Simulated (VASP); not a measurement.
# ZrS2 (P-3m1) in VASP: notebook

The runs below take ZrS2 through single point, relaxation of cell and atoms, with RPBE, r2SCAN, revPBE+D3(BJ), PBE+D4.

All numbers are computed with VASP 6.6.1; they aren't measurements. Logs are shortened: lines on timing, memory, paths and dates and some standing lists are left out, and cuts for length are marked.

### 1 The cell of the first run

Symmetry: P-3m1, No. 164, trigonal system. The conventional cell has a = 3.720 Å, b = 3.720 Å, c = 7.650 Å, α = 90.00°, β = 90.00°, γ = 120.00°. Zr (site symmetry -3m) has 6 S at 2.59 Å within 3.4 Å. S (site symmetry 3m) has 3 Zr at 2.59 Å within 3.4 Å.

### 2 Single point, RPBE

File INCAR:

```
SYSTEM = ZrS2
PREC = Accurate
ENCUT = 500
EDIFF = 1E-6
ISMEAR = -1
SIGMA = 0.01
LREAL = .False.
LASPH = .True.
NELM = 120
ALGO = Normal
ISIF = 2
LWAVE = .False.
LCHARG = .False.
GGA = RP
NBANDS = 19
GGA_COMPAT = .False.
```

File KPOINTS:

```
regular mesh
0
Gamma
  12 12 4
  0 0 0
```

File POSCAR:

```
ZrS2
1.0
    3.7197874198     -0.0000002909      0.0000000000
   -1.8598934580      3.2214305476      0.0000000000
    0.0000000000      0.0000000000      7.6496413115
Zr S
1 2
Direct
    0.0000000000      0.0000000000      0.0000000000
    0.6666666667      0.3333333333      0.8105804540
    0.3333333333      0.6666666667      0.1894195460
```

Potentials or basis: VASP PAW PBE potentials, release 64 (Zr_sv, S).

Started as:

```bash
> cat potpaw_PBE.64/Zr_sv/POTCAR potpaw_PBE.64/S/POTCAR > POTCAR
> mpirun -np 1 vasp_std > vasp.out
```

OUTCAR:

```text
SYSTEM = ZrS2
   PREC = Accurate
   ENCUT = 500
   EDIFF = 1E-6
   ISMEAR = -1
   LREAL = .False.
   LASPH = .True.
   NELM = 120
   ISIF = 2
   GGA = RP

 ion  position               nearest neighbor table
   1  0.000  0.000  0.000-   2 2.59   3 2.59   3 2.59   2 2.59   2 2.59   3 2.59
   2  0.667  0.333  0.811-   1 2.59   1 2.59   1 2.59
   3  0.333  0.667  0.189-   1 2.59   1 2.59   1 2.59

  LATTYP: Found a hexagonal cell.
 ALAT       =     3.7197874198
 C/A-ratio  =     2.0564727088

  Lattice vectors:

 A1 = (   3.7197874198,  -0.0000002909,   0.0000000000)
 A2 = (  -1.8598934580,   3.2214305476,   0.0000000000)
 A3 = (   0.0000000000,   0.0000000000,   7.6496413115)

Analysis of symmetry for initial positions (statically):
=====================================================================
 Subroutine PRICEL returns:
 Original cell was already a primitive cell.

 Routine SETGRP: Setting up the symmetry group for a
 hexagonal supercell.

 Subroutine GETGRP returns: Found 12 space group operations
 (whereof 12 operations were pure point group operations)
 out of a pool of 24 trial point group operations.

The static configuration has the point symmetry D_3d.

Analysis of symmetry for dynamics (positions and initial velocities):
=====================================================================
 Subroutine PRICEL returns:
 Original cell was already a primitive cell.

 Routine SETGRP: Setting up the symmetry group for a
 hexagonal supercell.

 Subroutine GETGRP returns: Found 12 space group operations
 (whereof 12 operations were pure point group operations)
 out of a pool of 24 trial point group operations.

The dynamic configuration has the point symmetry D_3d.

 Subroutine INISYM returns: Found 12 space group operations
 (whereof 12 operations are pure point group operations),
 and found     1 'primitive' translations

----------------------------------------------------------------------------------------

                                     Primitive cell

  volume of cell :      91.6659

  direct lattice vectors                    reciprocal lattice vectors
     3.719787420 -0.000000291  0.000000000     0.268832579  0.155210534  0.000000000
    -1.859893458  3.221430548  0.000000000     0.000000024  0.310421110  0.000000000
     0.000000000  0.000000000  7.649641311     0.000000000  0.000000000  0.130725084

  length of vectors
     3.719787420  3.719787420  7.649641311     0.310421110  0.310421110  0.130725084

  position of ions in fractional coordinates (direct lattice)
     0.000000000  0.000000000  0.000000000
     0.666666667  0.333333333  0.810580454
     0.333333333  0.666666667  0.189419546

  ion indices of the primitive-cell ions
   primitive index   ion index
                 1           1
                 2           2
                 3           3

----------------------------------------------------------------------------------------

 KPOINTS: regular mesh

Automatic generation of k-mesh.
 Grid dimensions read from file:
 generate k-points for:   12   12    4

 Generating k-lattice:

  Cartesian coordinates                     Fractional coordinates (reciprocal lattice)
     0.022402715  0.012934211  0.000000000     0.083333333  0.000000000  0.000000000
     0.000000002  0.025868426  0.000000000     0.000000000  0.083333333  0.000000000
     0.000000000  0.000000000  0.032681271     0.000000000  0.000000000  0.250000000

  Length of vectors
     0.025868426  0.025868426  0.032681271

  Shift w.r.t. Gamma in fractional coordinates (k-lattice)
     0.000000000  0.000000000  0.000000000

 Subroutine IBZKPT returns following result:
 ===========================================

 Found     69 irreducible k-points:

 Following reciprocal coordinates:
            Coordinates               Weight
  0.000000  0.000000  0.000000      1.000000
  0.083333  0.000000  0.000000      6.000000
  0.166667  0.000000  0.000000      6.000000
  0.250000  0.000000  0.000000      6.000000
  0.333333  0.000000  0.000000      6.000000
  0.416667  0.000000  0.000000      6.000000
[... 16 lines left out ...]
  0.166667  0.000000  0.250000      6.000000
  0.000000  0.166667  0.250000      6.000000
 [... further k-points ...]
   k-points           NKPTS =     69   k-points in BZ     NKDIM =     69   number of bands    NBANDS=     19
   number of dos      NEDOS =    301   number of ions     NIONS =      3
   total plane-waves  NPLWV =  43904
   dimension x,y,z NGX =    28 NGY =   28 NGZ =   56
   dimension x,y,z NGXF=    56 NGYF=   56 NGZF=  112
   ions per type =               1   2
   NGX,Y,Z   is equivalent  to a cutoff of  12.51, 12.51, 12.17 a.u.
   NGXF,Y,Z  is equivalent  to a cutoff of  25.03, 25.03, 24.34 a.u.
 SYSTEM =  ZrS2
   PREC   = accura    normal or accurate (medium, high low for compatibility)
   ISTART =      0    job   : 0-new  1-cont  2-samecut
   ICHARG =      2    charge: 1-file 2-atom 10-const
   ISPIN  =      1    spin polarized calculation?
   LNONCOLLINEAR =      F non collinear calculations
   LSORBIT =      F    spin-orbit coupling
   LASPH  =      T    aspherical Exc in radial PAW
   ENCUT  =  500.0 eV  36.75 Ry    6.06 a.u.   6.78  6.78 13.95*2*pi/ulx,y,z
   NELM   =    120;   NELMIN=  2; NELMDL= -5     # of ELM steps
   EDIFF  = 0.1E-05   stopping-criterion for ELM
   LREAL  =      F    real-space projection
   EDIFFG = 0.1E-04   stopping-criterion for IOM
   NSW    =      0    number of steps for IOM
   IBRION =     -1    ionic relax: 0-MD 1-quasi-New 2-CG
   NFREE  =      0    steps in history (QN), initial steepest desc. (CG)
   ISIF   =      2    stress and relaxation
   ISYM   =      2    0-nonsym 1-usesym 2-fastsym
   POTIM  = 0.5000    time-step for ionic-motion
   TEBEG  =    0.0;   TEEND  =   0.0 temperature during run
   PSTRESS=    0.0 pullay stress
   NELECT =      24.0000    total number of electrons
   NUPDOWN=      -1.0000    fix difference up-down
   EMIN   =  10.00;   EMAX   =-10.00  energy-range for DOS
   EFERMI =   0.00;   METHOD = LEGACY
   ISMEAR =    -1;   SIGMA  =   0.01  broadening in eV -4-tet -1-fermi 0-gaus
   EFERMI_NEDOS =   21; number of points for ismear=-14 and -15
   IALGO  =     38    algorithm
   IMIX   =      4    mixing-type and parameters
     AMIX     =   0.40;   BMIX     =  1.00
     AMIX_MAG =   1.60;   BMIX_MAG =  1.00
  volume/ion in A,a.u.               =      30.56       206.20
  Fermi-wavevector in a.u.,A,eV,Ry     =   1.047312  1.979132 14.923709  1.096862
  Thomas-Fermi vector in A             =   2.182186
   LORBIT       =      0    0 simple, 1 ext, 2 COOP (PROOUT), +10 PAW based schemes
   GGA     = RP    functional components
   LHFCALC =     F    Hartree Fock is set to
   AEXX    =    0.0000 exact exchange contribution
   IVDW    =     0    specifies the selected vdW correction
   LEPSILON=     F    determine dielectric tensor
   LRPA    =     F    only Hartree local field effects (RPA)
 non-spin polarized calculation
  energy-cutoff  :      500.00
  volume of cell :       91.67
 maximum number of plane-waves:      2355
   NGX = 13   NGY = 13   NGZ = 27

 number of electron      23.9999998 magnetization

 Free energy of the ion-electron system (eV)
  ---------------------------------------------------
  ext. energy  EPLUGINS =         0.00000000
  ---------------------------------------------------
  free energy    TOTEN  =       -20.50316121 eV

  energy without entropy =      -20.50316121  energy(sigma->0) =      -20.50316121

 E-fermi :   1.9526     XC(G=0):  -7.6919

 val. band max:        1.7388890103   @ k =   0.0000   0.0000   0.0000
 cond. band min:       3.0183919939   @ k =   0.5000   0.0000   0.5000
 fundamental gap:      1.2795029835
 Fermi energy:         1.9526256093

 k-point     1 :       0.0000    0.0000    0.0000
  band No.  band energies     occupation
      1     -47.2438      2.00000
      2     -25.2772      2.00000
      3     -25.1351      2.00000
      4     -25.1351      2.00000
      5     -10.4803      2.00000
      6      -9.3744      2.00000
[... 11 lines left out ...]
     18       7.1632      0.00000
     19       8.0350      0.00000

 k-point     2 :       0.0833    0.0000    0.0000
  band No.  band energies     occupation
      1     -47.2428      2.00000
      2     -25.2740      2.00000
      3     -25.1502      2.00000
      4     -25.1384      2.00000
      5     -10.4150      2.00000
      6      -9.3853      2.00000
[... 11 lines left out ...]
     18       7.4108      0.00000
     19       8.5201      0.00000

 k-point     3 :       0.1667    0.0000    0.0000
  band No.  band energies     occupation
      1     -47.2400      2.00000
      2     -25.2655      2.00000
      3     -25.1908      2.00000
      4     -25.1472      2.00000
      5     -10.2333      2.00000
      6      -9.4139      2.00000
[... 11 lines left out ...]
     18       8.0131      0.00000
     19       9.3688      0.00000

 k-point     4 :       0.2500    0.0000    0.0000
  band No.  band energies     occupation
      1     -47.2362      2.00000
      2     -25.2558      2.00000
      3     -25.2437      2.00000
      4     -25.1593      2.00000
      5      -9.9820      2.00000
      6      -9.4429      2.00000
[... 11 lines left out ...]
     18       8.6569      0.00000
     19       9.7397      0.00000

 k-point     5 :       0.3333    0.0000    0.0000
  band No.  band energies     occupation
      1     -47.2324      2.00000
      2     -25.3010      2.00000
      3     -25.2409      2.00000
      4     -25.1713      2.00000
      5      -9.7625      2.00000
      6      -9.4201      2.00000
[... 11 lines left out ...]
     18       8.8787      0.00000
     19       9.7602      0.00000

 k-point     6 :       0.4167    0.0000    0.0000
  band No.  band energies     occupation
      1     -47.2296      2.00000
      2     -25.3401      2.00000
      3     -25.2323      2.00000
      4     -25.1800      2.00000
      5      -9.6891      2.00000
      6      -9.2993      2.00000
[... 11 lines left out ...]
     18       8.6156      0.00000
     19       9.3201      0.00000

 k-point     7 :       0.5000    0.0000    0.0000
  band No.  band energies     occupation
      1     -47.2286      2.00000
      2     -25.3544      2.00000
      3     -25.2292      2.00000
      4     -25.1832      2.00000
      5      -9.6831      2.00000
      6      -9.2298      2.00000
[... 11 lines left out ...]
     18       8.3834      0.00000
     19       9.2235      0.00000

 k-point     8 :       0.0833    0.0833    0.0000
  band No.  band energies     occupation
      1     -47.2409      2.00000
      2     -25.2682      2.00000
      3     -25.1773      2.00000
      4     -25.1452      2.00000
      5     -10.2912      2.00000
      6      -9.4054      2.00000
[... 256 lines left out ...]
 k-point    20 :       0.0000    0.0000    0.2500
  band No.  band energies     occupation
      1     -47.2438      2.00000
      2     -25.2772      2.00000
      3     -25.1351      2.00000
      4     -25.1351      2.00000
      5     -10.4764      2.00000
      6      -9.3810      2.00000
[... 11 lines left out ...]
     18       7.5171      0.00000
     19       8.0522      0.00000

 k-point    21 :       0.0833    0.0000    0.2500
  band No.  band energies     occupation
      1     -47.2428      2.00000
      2     -25.2740      2.00000
      3     -25.1502      2.00000
      4     -25.1384      2.00000
      5     -10.4111      2.00000
      6      -9.3917      2.00000
[... 11 lines left out ...]
     18       7.7469      0.00000
     19       8.5235      0.00000

 k-point    22 :      -0.0000    0.0833    0.2500
  band No.  band energies     occupation
      1     -47.2428      2.00000
      2     -25.2740      2.00000
      3     -25.1502      2.00000
      4     -25.1384      2.00000
      5     -10.4112      2.00000
      6      -9.3916      2.00000
[... 11 lines left out ...]
     18       7.7733      0.00000
     19       8.5517      0.00000

 k-point    23 :       0.1667    0.0000    0.2500
  band No.  band energies     occupation
      1     -47.2400      2.00000
      2     -25.2655      2.00000
      3     -25.1908      2.00000
      4     -25.1472      2.00000
      5     -10.2294      2.00000
      6      -9.4197      2.00000
[... 11 lines left out ...]
     18       8.2665      0.00000
     19       9.3380      0.00000

 k-point    24 :       0.0000    0.1667    0.2500
  band No.  band energies     occupation
      1     -47.2400      2.00000
      2     -25.2655      2.00000
      3     -25.1908      2.00000
      4     -25.1472      2.00000
      5     -10.2298      2.00000
      6      -9.4189      2.00000
[... 11 lines left out ...]
     18       8.4066      0.00000
     19       9.3979      0.00000

 [... further k-points ...]

------------------------ aborting loop because EDIFF is reached ----------------------------------------

  FORCE on cell =-STRESS in cart. coord.  units (eV):
  Direction    XX          YY          ZZ          XY          YZ          ZX
  --------------------------------------------------------------------------------------
  -------------------------------------------------------------------------------------
  Total       -0.0433279     -0.0433279     -0.0192044      0.0000000     -0.0000000     -0.0000000
  in kB       -0.7573033     -0.7573033     -0.3356628      0.0000000     -0.0000000     -0.0000000
  external PRESSURE =      -0.6167565 kB  Pullay stress =       0.0000000 kB

 VOLUME and BASIS-vectors are now :
 -----------------------------------------------------------------------------
  energy-cutoff  :      500.00
  volume of cell :       91.67
      direct lattice vectors                 reciprocal lattice vectors
     3.719787420 -0.000000291  0.000000000     0.268832579  0.155210534  0.000000000
    -1.859893458  3.221430548  0.000000000     0.000000024  0.310421110  0.000000000
     0.000000000  0.000000000  7.649641311     0.000000000  0.000000000  0.130725084

 POSITION                                       TOTAL-FORCE (eV/Angst)
 -----------------------------------------------------------------------------------
      0.00000      0.00000      0.00000         0.000000     -0.000000      0.000000
      1.85989      1.07381      6.20065         0.000000      0.000000     -0.001153
      0.00000      2.14762      1.44899        -0.000000     -0.000000      0.001153
 -----------------------------------------------------------------------------------
    total drift:                               -0.000000     -0.000000      0.000000

  FREE ENERGIE OF THE ION-ELECTRON SYSTEM (eV)
  ---------------------------------------------------
  free  energy   TOTEN  =       -20.5031612124 eV

  energy  without entropy=      -20.5031612124  energy(sigma->0) =      -20.50316121
```

Run time: 54 s. Hardware: 1 thread of Intel Xeon 6975P-C (Granite Rapids), shared host; peak memory 0.25 GiB.

Results:

| Property | Result |
| --- | --- |
| Free energy | -20.5032 eV |
| Pressure | -0.1 GPa |
| Band gap on the k mesh | 1.28 eV (least direct gap 1.74 eV) |

Caveat: the PAW data sets were made with another functional, which shifts forces and pressure a little; this functional lacks dispersion, which binds layers or chains, so the pressure and a relaxed spacing across them are unreliable.

### 3 Single point, r2SCAN

This run uses another cell than the first one, of 23.98 Å³/atom.

File POSCAR:

```
ZrS2
1.0
    3.6910131152     -0.0000002886      0.0000000000
   -1.8455063076      3.1965112678      0.0000000000
    0.0000000000      0.0000000000      6.0964392254
Zr S
1 2
Direct
    0.0000000000      0.0000000000      0.0000000000
    0.6666666667      0.3333333333      0.7643382096
    0.3333333333      0.6666666667      0.2356617904
```

File INCAR.step1:

```
SYSTEM = ZrS2
PREC     = Accurate       ! precision mode
ENCUT    = 550            ! plane-wave cutoff, eV
ISMEAR   = -1             ! smearing method
SIGMA    = 0.01           ! smearing width, eV
LREAL    = .FALSE.        ! projectors in reciprocal space
LASPH    = .TRUE.         ! aspherical terms in the spheres
NELM     = 120            ! most SCF steps
NBANDS   = 19             ! bands
GGA      = PE             ! functional
ALGO     = Normal         ! electronic algorithm
EDIFF    = 1E-5           ! SCF threshold, eV
LWAVE    = .TRUE.         ! write WAVECAR
LCHARG   = .FALSE.        ! write CHGCAR
GGA_COMPAT= .FALSE.
```

File INCAR.step2:

```
SYSTEM = ZrS2
PREC     = Accurate       ! precision mode
ENCUT    = 550            ! plane-wave cutoff, eV
EDIFF    = 1E-6           ! SCF threshold, eV
ISMEAR   = -1             ! smearing method
SIGMA    = 0.01           ! smearing width, eV
LREAL    = .FALSE.        ! projectors in reciprocal space
LASPH    = .TRUE.         ! aspherical terms in the spheres
NELM     = 120            ! most SCF steps
ALGO     = Normal         ! electronic algorithm
ISIF     = 2              ! what is computed and relaxed
LWAVE    = .FALSE.        ! write WAVECAR
LCHARG   = .TRUE.         ! write CHGCAR
METAGGA  = R2SCAN         ! meta-GGA
LMIXTAU  = .TRUE.       
LELF     = .TRUE.         ! ELF
LVHAR    = .TRUE.       
NBANDS   = 19             ! bands
ISTART   = 1            
GGA_COMPAT= .FALSE.
```

File KPOINTS:

```
Automatic mesh
0
G
  12 12 4
  0 0 0
```

Potentials or basis: VASP PAW PBE potentials, release 64 (Zr_sv, S).

Started as:

```bash
> cat potpaw_PBE.64/Zr_sv/POTCAR potpaw_PBE.64/S/POTCAR > POTCAR
> cp INCAR.step1 INCAR
> mpirun -np 1 vasp_std > vasp.out
> cp INCAR.step2 INCAR
> mpirun -np 1 vasp_std > vasp.out
```

Run time: 2.3 min. Hardware: 1 thread of Intel Xeon 6975P-C (Granite Rapids), shared host; peak memory 0.25 GiB.

Results (log left out):

| Quantity | Value |
| --- | --- |
| Free energy | -44.1621 eV |
| Pressure | 0.0 GPa |
| Band gap on the k mesh | 1.38 eV (least direct gap 2.01 eV) |

Levels at points of the mesh, in eV from the valence-band top:
```tsv
k point	band 9	band 10	band 11	band 12	band 13	band 14	band 15	band 16
(0.00, 0.00, 0.00)	-2.85	-0.08	-0.08	-0.07	1.94	1.94	2.84	5.40
(0.50, 0.00, 0.00)	-2.52	-2.34	-1.64	-1.18	1.54	3.65	3.94	6.06
(0.00, 0.00, 0.50)	-2.82	-1.54	-0.17	-0.17	1.92	1.92	3.19	5.67
(0.50, 0.00, 0.50)	-2.62	-2.23	-1.00	-0.82	1.38	3.64	3.94	5.70
```

Caveat: the PAW data sets were made with another functional, which shifts forces and pressure a little. A k mesh can miss the band edges.

(Continued in part 2 of 3.)
